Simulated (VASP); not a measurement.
Write the native input for VASP 6.6.1 that does the following.

| Property | Result |
| --- | --- |
| Task | electric field gradients |
| Functional | LDA |
| Potentials or basis | VASP PAW LDA potentials, release 64 (Mg, Tl_d) |
| Cutoff | 520 eV |
| k mesh | 9 × 9 × 9 |
| Occupations | fermi-dirac, width 0.05 eV |
| Spin | no spin polarisation |
| Dipole correction | no |
| Further INCAR settings | ALGO = Normal; EDIFF = 1e-08; NBANDS = 14 |

The structure of MgTl lies in POSCAR:

```
MgTl
1.0
    3.6590735492      0.0000000000      0.0000000000
    0.0000000000      3.6590735492      0.0000000000
    0.0000000000      0.0000000000      3.6590735492
Mg Tl
1 1
Direct
    0.0000000000      0.0000000000      0.0000000000
    0.5000000000      0.5000000000      0.5000000000
```

This cell differs from its parent crystal: volume scaled by 1.02.

These files were run (other wordings do the same):

INCAR

```
SYSTEM = MgTl
PREC     = Accurate       ! precision mode
ENCUT    = 520            ! plane-wave cutoff, eV
EDIFF    = 1E-8           ! SCF threshold, eV
ISMEAR   = -1             ! smearing method
SIGMA    = 0.05           ! smearing width, eV
LREAL    = .False.        ! projectors in reciprocal space
LASPH    = .True.         ! aspherical terms in the spheres
NELM     = 100            ! most SCF steps
ALGO     = Normal         ! electronic algorithm
ISIF     = 2              ! what is computed and relaxed
LWAVE    = .False.        ! write WAVECAR
LCHARG   = .False.        ! write CHGCAR
GGA      = CA             ! functional
LEFG     = .True.       
NBANDS   = 14             ! bands
```

KPOINTS

```
regular mesh
0
Gamma
  9 9 9
  0 0 0
```

Potentials or basis: VASP PAW LDA potentials, release 64 (Mg, Tl_d).

The run is started by

```bash
$ cat potpaw_LDA.64/Mg/POTCAR potpaw_LDA.64/Tl_d/POTCAR > POTCAR
$ mpirun -np 1 vasp_std > vasp.out
```

Results of the run:

```json
{"Pressure": "-3.3 GPa"}
```

Caveat: without QUAD_EFG the Cq values of the log hold for a quadrupole moment of 1 mb, not for the nuclei.

Wall time 17 s on 1 thread of Intel(R) Xeon(R) Platinum 8259CL CPU @ 2.50GHz (Skylake/Cascade Lake) (shared host), peak memory 0.15 GiB.
